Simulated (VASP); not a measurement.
# AlH4 (P4/mmm) in VASP: notebook, part 2 of 2

VASP 6.6.1. Earlier steps stand in the parts before.

**3. Relaxation of cell and atoms, PBE**

This run uses another cell than the first one, of 8.69 Å³/atom.

INCAR reads:

```
SYSTEM = AlH4
PREC = Accurate
ENCUT = 600
EDIFF = 1E-7
ISMEAR = 0
SIGMA = 0.1
LREAL = .False.
LASPH = .True.
NELM = 100
ALGO = Normal
ISIF = 3
LWAVE = .False.
LCHARG = .False.
GGA = PE
IBRION = 2
NSW = 100
EDIFFG = -0.01
```

KPOINTS reads:

```
Automatic mesh
0
Gamma
  14 14 6
  0 0 0
```

POSCAR reads:

```
AlH4
1.0
    2.5729765200      0.0000000000      0.0000000000
    0.0000000000      2.5729765200      0.0000000000
    0.0000000000      0.0000000000      6.5608857273
Al H
1 4
Direct
    0.5000000000      0.5000000000      0.0000000000
    0.7517735247      0.7517735247      0.5000000000
    0.2482264753      0.2482264753      0.5000000000
    0.2482264753      0.7517735247      0.5000000000
    0.7517735247      0.2482264753      0.5000000000
```

Potentials or basis: VASP PAW PBE potentials, release 64 (Al, H).

Launch:

```console
$ cat potpaw_PBE.64/Al/POTCAR potpaw_PBE.64/H/POTCAR > POTCAR
$ mpirun -np 1 vasp_std > vasp.out
```

OUTCAR:

```text
SYSTEM = AlH4
   PREC = Accurate
   ENCUT = 600
   EDIFF = 1E-7
   ISMEAR = 0
   LREAL = .False.
   LASPH = .True.
   NELM = 100
   ISIF = 3
   GGA = PE
   IBRION = 2
   NSW = 100
   EDIFFG = -0.01

 ion  position               nearest neighbor table
   1  0.500  0.500  0.000-
   2  0.752  0.752  0.500-
   3  0.248  0.248  0.500-
   4  0.248  0.752  0.500-
   5  0.752  0.248  0.500-

  LATTYP: Found a simple tetragonal cell.
 ALAT       =     2.5729765200
 C/A-ratio  =     2.5499205594

  Lattice vectors:

 A1 = (   2.5729765200,   0.0000000000,   0.0000000000)
 A2 = (   0.0000000000,   2.5729765200,   0.0000000000)
 A3 = (   0.0000000000,   0.0000000000,   6.5608857273)

Analysis of symmetry for initial positions (statically):
=====================================================================
 Subroutine PRICEL returns:
 Original cell was already a primitive cell.

 Routine SETGRP: Setting up the symmetry group for a
 simple tetragonal supercell.

 Subroutine GETGRP returns: Found 16 space group operations
 (whereof 16 operations were pure point group operations)
 out of a pool of 16 trial point group operations.

The static configuration has the point symmetry D_4h.

[... 164 lines left out ...]
  ext. energy  EPLUGINS =         0.00000000
  ---------------------------------------------------
  free energy    TOTEN  =       -12.76210974 eV

  energy without entropy =      -12.76021309  energy(sigma->0) =      -12.76116141

------------------------ aborting loop because EDIFF is reached ----------------------------------------

  FORCE on cell =-STRESS in cart. coord.  units (eV):
  Direction    XX          YY          ZZ          XY          YZ          ZX
  --------------------------------------------------------------------------------------
  -------------------------------------------------------------------------------------
  Total        0.5220081      0.5220081     -0.1588433      0.0000000      0.0000000      0.0000000
  in kB       19.2554525     19.2554525     -5.8592932      0.0000000      0.0000000      0.0000000
  external PRESSURE =      10.8838706 kB  Pullay stress =       0.0000000 kB
[... 839 lines left out ...]
 k-point    24 :       0.3571    0.2143    0.0000
  band No.  band energies     occupation
      1      -6.1086      2.00000
      2      -2.9171      2.00000
      3       0.2005      2.00000
      4       3.2499      2.00000
      5      11.2288      0.00000
      6      14.2483      0.00000
      7      14.6471      0.00000

 [... further k-points ...]

[... ionic steps 4 to 63 ...]

--------------------------------------- Ionic step       64  -------------------------------------------

 number of electron       7.0000003 magnetization

------------------------ aborting loop because EDIFF is reached ----------------------------------------
[... 73 lines left out ...]
--------------------------------------- Ionic step       66  -------------------------------------------

 number of electron       7.0000006 magnetization

 Free energy of the ion-electron system (eV)
  ---------------------------------------------------
  ext. energy  EPLUGINS =         0.00000000
  ---------------------------------------------------
  free energy    TOTEN  =       -14.34278424 eV

  energy without entropy =      -14.33995377  energy(sigma->0) =      -14.34136900

 E-fermi :   3.0568     XC(G=0):  -9.3745

 val. band max:        2.9795137170   @ k =   0.2143   0.2143   0.0000
 cond. band min:       3.0602778482   @ k =   0.4286   0.2143   0.3333
 fundamental gap:      0.0807641312
 Fermi energy:         3.0568003576
[... 272 lines left out ...]
  FREE ENERGIE OF THE ION-ELECTRON SYSTEM (eV)
  ---------------------------------------------------
  free  energy   TOTEN  =       -14.3427842361 eV

  energy  without entropy=      -14.3399537730  energy(sigma->0) =      -14.34136900

 reached required accuracy - stopping structural energy minimisation
```

CONTCAR:

```text
AlH4
   1.00000000000000
     3.7873811794233680    0.0000000000000000    0.0000000000000000
    -0.0000000000000000    3.7873811794233680    0.0000000000000001
     0.0000000000000000   -0.0000000000000000    2.4129853964760026
  Al              H
     1     4
Direct
     0.5000000000000000    0.5000000000000000    0.0000000000000000
     0.7619976519593550    0.7619976519593550    0.5000000000000000
     0.2380023480406448    0.2380023480406448    0.5000000000000000
     0.2380023480406448    0.7619976519593550    0.5000000000000000
     0.7619976519593550    0.2380023480406448    0.5000000000000000

  0.00000000E+00  0.00000000E+00  0.00000000E+00
  0.00000000E+00  0.00000000E+00  0.00000000E+00
  0.00000000E+00  0.00000000E+00  0.00000000E+00
  0.00000000E+00  0.00000000E+00  0.00000000E+00
  0.00000000E+00  0.00000000E+00  0.00000000E+00
```

Run time: 13 min. Hardware: 1 thread of Intel Xeon Platinum 8559C (Emerald Rapids), shared host; peak memory 0.2 GiB.

Results:

```yaml
Free_energy: -14.3428 eV
Relaxed_volume: 6.92 Å³/atom
Relaxed_cell: a = 3.787 Å, b = 3.787 Å, c = 2.413 Å, α = 90.00°, β = 90.00°, γ = 90.00°
Space_group_after_relaxing_to_0.1_Å: P4/mmm (No. 123)
Pressure_after_relaxing: 0.1 GPa
Band_gap_on_the_k_mesh: zero (an odd number of electrons rules out a gap without spin polarisation)
```

Final structure:
```
Al H
1.0
     3.78738    0.00000    0.00000
     0.00000    3.78738    0.00000
     0.00000    0.00000    2.41299
Al H
1 4
Cartesian
  1.8937 1.8937 0.0000
  2.8860 2.8860 1.2065
  0.9014 0.9014 1.2065
  0.9014 2.8860 1.2065
  2.8860 0.9014 1.2065
```

Levels at points of the mesh, in eV from the Fermi level:
```tsv
k point	band 1	band 2	band 3	band 4	band 5	band 6	band 7
(0.00, 0.00, 0.00)	-11.54	-3.92	-3.92	1.81	2.55	3.28	11.75
(0.50, 0.00, 0.00)	-10.02	-7.91	-2.46	-0.73	4.13	6.08	10.99
(0.50, 0.50, 0.00)	-8.63	-6.19	-6.19	-4.77	11.09	13.39	13.39
(0.00, 0.00, 0.50)	-7.74	-1.61	-0.90	-0.90	5.30	5.31	6.51
(0.50, 0.00, 0.50)	-6.32	-4.37	0.01	0.57	1.97	2.26	8.12
(0.50, 0.50, 0.50)	-5.09	-2.61	-2.61	-1.43	1.74	3.25	3.25
```

Caveat: the volume moved by over 15 % at a fixed basis, so the end points are rough.

**4. Relaxation of cell and atoms, PBE**

This run uses another cell than the first one, of 7.59 Å³/atom.

INCAR reads:

```
SYSTEM = AlH4
  PREC = Accurate
  ENCUT = 600
  EDIFF = 1E-6
  ISMEAR = 0
  SIGMA = 0.1
  LREAL = .FALSE.
  LASPH = .TRUE.
  NELM = 80
  ALGO = Normal
  ISIF = 3
  LWAVE = .FALSE.
  LCHARG = .FALSE.
  GGA = PE
  IBRION = 2
  NSW = 100
  EDIFFG = -0.01
```

KPOINTS reads:

```
regular mesh
0
G
  10 10 16
  0 0 0
```

POSCAR reads:

```
AlH4
1.0
    3.9593299083      0.0000000000      0.0000000000
    0.0000000000      3.9593299083      0.0000000000
    0.0000000000      0.0000000000      2.4196065523
Al H
1 4
Direct
    0.5000000000      0.5000000000      0.0000000000
    0.7474391878      0.7474391878      0.5000000000
    0.2525608122      0.2525608122      0.5000000000
    0.2525608122      0.7474391878      0.5000000000
    0.7474391878      0.2525608122      0.5000000000
```

Launch:

```console
$ cat potpaw_PBE.64/Al/POTCAR potpaw_PBE.64/H/POTCAR > POTCAR
$ mpirun -np 1 vasp_std > vasp.out
```

Wall time 38 s (1 thread of Intel Xeon Platinum 8559C (Emerald Rapids), shared host); peak memory 0.19 GiB.

It converged, with:

* Free energy: -14.4473 eV
* Relaxed volume: 7.56 Å³/atom
* Relaxed cell: a = 3.975 Å, b = 3.975 Å, c = 2.393 Å, α = 90.00°, β = 90.00°, γ = 90.00°
* Space group after relaxing (to 0.1 Å): P4/mmm (No. 123)
* Energy gained by relaxing: 0.5 meV/atom
* Ionic steps: 5
* Pressure after relaxing: 0.1 GPa
* Largest force after relaxing: 0.005 eV/Å
* Band gap on the k mesh: zero (an odd number of electrons rules out a gap without spin polarisation)

Forces in eV/Å, atoms in the order of the input:
```
Al   0.000  0.000  0.000
H   -0.004 -0.004  0.000
H    0.004  0.004  0.000
H    0.004 -0.004  0.000
H   -0.004  0.004  0.000
```

Stress tensor (GPa, compression positive):
```
 0.21  0.00  0.00
 0.00  0.21  0.00
 0.00  0.00 -0.02
```

The path:
| step | energy change (eV) | largest force (eV/Å) | pressure (GPa) | volume (Å³) |
| --- | --- | --- | --- | --- |
| 1 | 0.0000 | 0.0173 | -0.34 | 37.93 |
| 2 | -0.0015 | 0.0153 | -0.08 | 37.84 |
| 3 | -0.0024 | 0.0129 | 0.30 | 37.71 |
| 4 | -0.0024 | 0.0119 | 0.39 | 37.69 |
| 5 | -0.0027 | 0.0050 | 0.13 | 37.81 |

Final structure:
```
CELL_PARAMETERS angstrom
3.97505 0.00000 0.00000
0.00000 3.97505 0.00000
0.00000 0.00000 2.39266
ATOMIC_POSITIONS crystal
Al 0.50000 0.50000 0.00000
H 0.74802 0.74802 0.50000
H 0.25198 0.25198 0.50000
H 0.25198 0.74802 0.50000
H 0.74802 0.25198 0.50000
```

Levels at points of the mesh, in eV from the Fermi level:
```
           k point  band 1  band 2  band 3  band 4  band 5  band 6  band 7
(0.00, 0.00, 0.00)  -11.21   -4.33   -4.33    1.49    1.75    3.24   10.39
(0.50, 0.00, 0.00)  -10.15   -7.35   -3.32   -0.93    3.75    6.05   10.02
(0.50, 0.50, 0.00)   -9.18   -6.13   -6.13   -4.04    9.86   12.19   12.59
(0.00, 0.00, 0.50)   -7.34   -1.18   -1.18   -1.16    4.36    5.57    6.13
(0.50, 0.00, 0.50)   -6.40   -3.68   -0.20    0.08    2.19    2.48    6.85
(0.50, 0.50, 0.50)   -5.56   -2.49   -2.49   -0.50    1.37    3.48    3.48
```

**5. Summary**

| task | cell | k mesh | cutoff (eV) | gap on the mesh (eV) | pressure (GPa) | relaxed volume (Å³/atom) |
| --- | --- | --- | --- | --- | --- | --- |
| single point | a = 4.032, b = 4.032, c = 2.386 Å, 5 atoms, atomic positions A | 10 × 10 × 16 | 520 | none | -0.2 | - |
| relaxation of cell and atoms | relaxed from a = 2.573, b = 2.573, c = 6.561 Å, 5 atoms, atomic positions B | 14 × 14 × 6 | 600 | none | 0.1 | 6.92 |
| relaxation of cell and atoms | relaxed from a = 3.959, b = 3.959, c = 2.420 Å, 5 atoms, atomic positions C | 10 × 10 × 16 | 600 | none | 0.1 | 7.56 |

Alike in all rows: level PBE; potentials or basis VASP PAW PBE potentials, release 64 (Al, H); no spin polarisation; smearing gaussian 0.1 eV.

Caveats: the volume moved by over 15 % at a fixed basis, so the end points are rough (at least some runs).

Total energies depend on the potentials used, so only differences within one code and one set of settings carry meaning.

The gap in the log of VASP goes by the Fermi energy; the results here count the filled bands.